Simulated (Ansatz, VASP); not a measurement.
# CuI: VASP beside Ansatz

```
Cu I
1.0
     0.00000    3.03150    3.03150
     3.03150    0.00000    3.03150
     3.03150    3.03150    0.00000
Cu I
1 1
Direct
  0.25000 0.25000 0.25000
  0.00000 0.00000 0.00000
```

Alike in both runs: task single point; functional r2SCAN; k mesh 5 × 5 × 5; no spin polarisation; Hubbard terms Cu d U = 2.0 eV.

```csv
,VASP,Ansatz
version,VASP 6.6.1,Ansatz 0.2.0
potentials or method,"VASP PAW PBE potentials, release 64 (Cu, I), cutoff 660 eV","plane waves, PAW"
occupations,"gaussian, width 0.01 eV",fixed
valence electrons in the cell,18,36
```

|  | VASP | Ansatz | Ansatz less VASP |
| --- | --- | --- | --- |
| gap on the k mesh at the Fermi level (eV) | 1.95 | 2.04 | +0.086 |

VASP's potentials were made for PBE, not for r2SCAN. The programs project onto different local orbitals, so the same U acts differently, and such runs can settle in different states. VASP's potentials hold 18 valence electrons a cell and Ansatz's 36, so a difference there can come from the potentials and not from the codes.

Neither program's run includes spin-orbit coupling.
